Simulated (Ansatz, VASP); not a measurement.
MgZn4Te: VASP beside Ansatz

Contents of INCAR:

```
PREC = Accurate
ENCUT = 600
EDIFF = 1E-6
ISMEAR = 0
SIGMA = 0.1
LREAL = False
LASPH = True
NELM = 100
ALGO = Fast
ISIF = 3
LWAVE = False
LCHARG = False
GGA = PE
IBRION = 2
NSW = 90
EDIFFG = -0.04
```

The input KPOINTS:

```
regular mesh
0
Gamma
  4 4 4
```

POSCAR

```
MgZn4Te
1.0
   -2.7133620900      2.7133620900      3.5830647700
    2.7133620900     -2.7133620900      3.5830647700
    2.7133620900      2.7133620900     -3.5830647700
Mg Zn Te
1 4 1
Direct
    0.0000000000      0.0000000000      0.0000000000
    0.6250738500      0.1250738500      0.5000000000
    0.1250738500      0.6250738500      0.5000000000
    0.3749261500      0.8749261500      0.5000000000
    0.8749261500      0.3749261500      0.5000000000
    0.5000000000      0.5000000000      0.0000000000
```

Input for Ansatz:

```yaml
crystal:
  lattice:
    - [-2.71336209, 2.71336209, 3.58306477]
    - [2.71336209, -2.71336209, 3.58306477]
    - [2.71336209, 2.71336209, -3.58306477]
  atoms:
    - { symbol: Mg, position: [0.0, 0.0, 0.0] }
    - { symbol: Zn, position: [0.62507385, 0.12507385, 0.5] }
    - { symbol: Zn, position: [0.12507385, 0.62507385, 0.5] }
    - { symbol: Zn, position: [0.37492615, 0.87492615, 0.5] }
    - { symbol: Zn, position: [0.87492615, 0.37492615, 0.5] }
    - { symbol: Te, position: [0.5, 0.5, 0.0] }
basis:
  ecutwfc: 420
kpoints:
  mp_grid: { grid: [4, 4, 4] }
hamiltonian:
  xc: pbe
scf:
  occupations: { method: gaussian, width: 0.1 }
  lower_state_search: "off"
output:
  forces: true
  stress: true
  eigenvalues: true
relax:
  adjacent_minimum: "off"
  f_tol: 0.04
  max_steps: 70
  cell: { stress_tol: 0.4 }
```

Alike in both runs: task relaxation of cell and atoms; functional PBE; k mesh 4 × 4 × 4; occupations gaussian, width 0.1 eV; no spin polarisation.

```csv
,VASP,Ansatz
version,VASP 6.6.1,Ansatz 0.2.0
potentials or method,"VASP PAW PBE potentials, release 64 (Mg, Zn, Te), cutoff 600 eV","scalar-relativistic, plane waves, PAW"
valence electrons in the cell,56,74
```

Ansatz gave:

```
gap on the k mesh at the Fermi level, each at its own relaxed structure (eV) : none
relaxed volume (Å³/atom)                                                     : 24.66
relaxed length of the cell vector where the two differ most in proportion (Å)              : 6.305
```

Estimate VASP's values.

gap on the k mesh at the Fermi level, each at its own relaxed structure (eV): none; relaxed volume (Å³/atom): 24.61; relaxed length of the cell vector where the two differ most in proportion (Å): 6.305.

A gap of «none» marks a metal or a gap that the smearing closes. VASP's potentials hold 56 valence electrons a cell and Ansatz's 74, so a difference there can come from the potentials and not from the codes.

The k mesh is coarse, so the values compare programs but aren't converged. Spin-orbit coupling is off throughout. Noted on VASP's run: the volume moved by over 15 % at a fixed basis, so the end points are rough.
